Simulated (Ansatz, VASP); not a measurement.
# H4CO: VASP beside Ansatz

```xyz
36
Lattice="7.3803 0.0000 0.0000 0.0000 7.3803 0.0000 0.0000 0.0000 7.3803" Properties=species:S:1:pos:R:3 pbc="T T T"
C     0.8290   -0.0010    0.1661
C     3.0227    4.5875    0.8588
C     5.0679    1.6639    0.7234
C     2.3587    2.4319    3.8284
C     1.6531    5.7080    4.5854
C     5.5802    6.6973    4.1537
O     0.6704    0.0661    1.5824
O     4.1179    5.2954    1.4232
O     4.3530    1.6702   -0.5218
O     1.8956    2.3010    5.1762
O     0.6427    4.8532    5.1126
O     5.3012    5.3030    4.2461
H     0.2692   -0.8690   -0.1764
H     1.2017    0.8027    1.8984
H     0.4408    0.8942   -0.3322
H     1.8788   -0.1281   -0.1155
H     3.1931    4.5319   -0.2228
H     4.2208    5.0777    2.3637
H     2.9576    3.5576    1.2272
H     2.0622    5.0906    1.0451
H     4.4921    2.2598    1.4287
H     4.8848    1.1630   -1.1438
H     5.1863    0.6487    1.1135
H     6.0529    2.1315    0.6176
H     1.5005    2.7529    3.2324
H     2.6565    2.1497    5.7625
H     3.1405    3.1936    3.7447
H     2.7386    1.4773    3.4378
H     1.3500    6.7385    4.7793
H     1.0316    3.9706    5.2609
H     2.6221    5.5325    5.0657
H     1.7630    5.5858    3.5024
H     4.6560    7.2005    3.8581
H     6.1522    4.9073    4.5119
H     5.9143    7.0962    5.1249
H     6.3541    6.9093    3.4053
```

Alike in both runs: functional r2SCAN; dispersion D3(BJ); k mesh 1 × 1 × 1; occupations fermi-dirac, width 0.02 eV; no spin polarisation.

Ansatz relaxed the structure, and its values are those at the end. VASP's run is a single point on that final structure, the one shown.

```csv
,VASP,Ansatz
version,VASP 6.6.1,Ansatz 0.2.0
potentials or method,"VASP PAW PBE potentials, release 64 (C, O, H), cutoff 520 eV","scalar-relativistic, plane waves, PAW"
valence electrons in the cell,84,84
```

VASP gave:

```
rms of the force components (eV/Å) : 0.066
```

Estimate Ansatz's values.

rms of the force components (eV/Å): 0.063.

VASP's potentials were made for PBE, not for r2SCAN. Ansatz's warnings: dispersion damping borrowed.
